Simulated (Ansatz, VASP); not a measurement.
AlAs2 in VASP and in Ansatz

The input INCAR:

```
SYSTEM = AlAs2
  PREC = Accurate
  ENCUT = 520
  EDIFF = 1E-6
  ISMEAR = 0
  SIGMA = 0.1
  LREAL = .FALSE.
  LASPH = .TRUE.
  NELM = 100
  ALGO = Normal
  ISIF = 2
  LWAVE = .FALSE.
  LCHARG = .FALSE.
  GGA = PE
  NBANDS = 14
```

The input KPOINTS:

```
Automatic mesh
0
G
  4 4 4
  0 0 0
```

POSCAR

```
AlAs2
1.0
    3.8808082500      0.0000000000      0.0000000000
    0.0000000000      3.8808082500      0.0000000000
    0.0000000000      0.0000000000      5.4882916600
Al As
1 2
Direct
    0.0000000000      0.0000000000      0.0000000000
    0.5000000000      0.0000000000      0.2500000000
    0.0000000000      0.5000000000      0.7500000000
```

Input for Ansatz:

```yaml
crystal:
  lattice:
    - [3.88080825, 0.0, 0.0]
    - [0.0, 3.88080825, 0.0]
    - [0.0, 0.0, 5.48829166]
  atoms:
    - { symbol: Al, position: [0.0, 0.0, 0.0] }
    - { symbol: As, position: [0.5, 0.0, 0.25] }
    - { symbol: As, position: [0.0, 0.5, 0.75] }
basis:
  ecutwfc: 420
kpoints:
  mp_grid: { grid: [4, 4, 4] }
hamiltonian:
  xc: pbe
scf:
  occupations: { method: gaussian, width: 0.1 }
  lower_state_search: "off"
output:
  forces: true
  stress: true
  eigenvalues: true
```

Change from the starting cell: ordered vacancies on the cation sites of zinc blende (P-4m2, No. 115).

Alike in both runs: task single point; functional PBE; k mesh 4 × 4 × 4; occupations gaussian, width 0.1 eV; no spin polarisation.

|  | VASP | Ansatz |
| --- | --- | --- |
| version | VASP 6.6.1 | Ansatz 0.2.0 |
| potentials or method | VASP PAW PBE potentials, release 64 (Al, As), cutoff 520 eV | scalar-relativistic, plane waves, PAW |
| valence electrons in the cell | 13 | 33 |

|  | VASP | Ansatz | Ansatz less VASP |
| --- | --- | --- | --- |
| gap on the k mesh at the Fermi level (eV) | none | none | - |
| pressure (GPa) | 1.5 | 1.4 | -0.08 |
| traceless stress, the component that is largest in VASP (GPa) | -1.00 | -1.01 | -0.013 |
| rms of the force components (eV/Å) | 0.380 | 0.372 | -0.0080 |

Atom by atom the forces differ by 0.008 eV/Å (rms over components). A gap of «none» marks a metal or a gap that the smearing closes. The functional is the same, so the differences come from potentials, cutoffs and numerics. VASP's potentials hold 13 valence electrons a cell and Ansatz's 33, so a difference there can come from the potentials and not from the codes.

The k mesh is coarse, so the values compare programs but aren't converged.
